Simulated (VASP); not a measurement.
Set up this calculation in VASP 6.6.1, as the native input.

| Item | Value |
| --- | --- |
| Task | relaxation of cell and atoms |
| Functional | PBE |
| Potentials or basis | VASP PAW PBE potentials, release 64 (Be) |
| Cutoff | 600 eV |
| k mesh | 13 × 13 × 19 |
| Occupations | fermi-dirac, width 0.08 eV |
| Spin | no spin polarisation |
| Target pressure | 420 GPa |
| Dipole correction | no |
| Further INCAR settings | ALGO = Normal; EDIFF = 1e-06; IBRION = 2; EDIFFG = -0.005; NSW = 32; ISIF = 3 |

The structure of Be lies in POSCAR:

```
Be
1.0
    2.7006841503      0.0000000000      0.0000000000
   -1.3503420751      2.3388610818      0.0000000000
    0.0000000000      0.0000000000      1.6087735068
Be
3
Direct
    0.0000000000      0.0000000000      0.0000000000
    0.3333333333      0.6666666667      0.5000000000
    0.6666666667      0.3333333333      0.5000000000
```

This isn't the form of Be at room conditions, which is hcp.

These files were run (other wordings do the same):

INCAR

```
SYSTEM = Be
PREC = Accurate ; ENCUT = 600
EDIFF = 1E-6 ; ISMEAR = -1
SIGMA = 0.08 ; LREAL = .False.
LASPH = .True. ; NELM = 60
ALGO = Normal ; ISIF = 3
LWAVE = .False. ; LCHARG = .False.
GGA = PE ; IBRION = 2
NSW = 32 ; EDIFFG = -0.005
PSTRESS = 4200.0
```

KPOINTS

```
regular mesh
0
Gamma
  13 13 19
  0 0 0
```

Potentials or basis: VASP PAW PBE potentials, release 64 (Be).

Launch:

```console
$ cat potpaw_PBE.64/Be/POTCAR > POTCAR
$ mpirun -np 1 vasp_std > vasp.out
```

Results of the run:

```json
{
  "Relaxed volume": "3.40 Å³/atom",
  "Relaxed cell": "a = 2.703 Å, b = 2.703 Å, c = 1.610 Å, α = 90.00°, β = 90.00°, γ = 120.00°",
  "Space group after relaxing (to 0.1 Å)": "P6/mmm (No. 191)",
  "Energy change on relaxing (the run minimises the enthalpy)": "-25.4 meV/atom",
  "Ionic steps": "3",
  "Pressure after relaxing": "420.0 GPa",
  "Band gap on the k mesh": "zero (bands 3 and 4 overlap by 10.04 eV)"
}
```

Caveat: the cell is relaxed towards a set pressure, so the run minimises the enthalpy, not the energy.

Wall time 27 s on 1 thread of Intel(R) Xeon(R) Platinum 8259CL CPU @ 2.50GHz (Skylake/Cascade Lake) (shared host), peak memory 0.13 GiB.
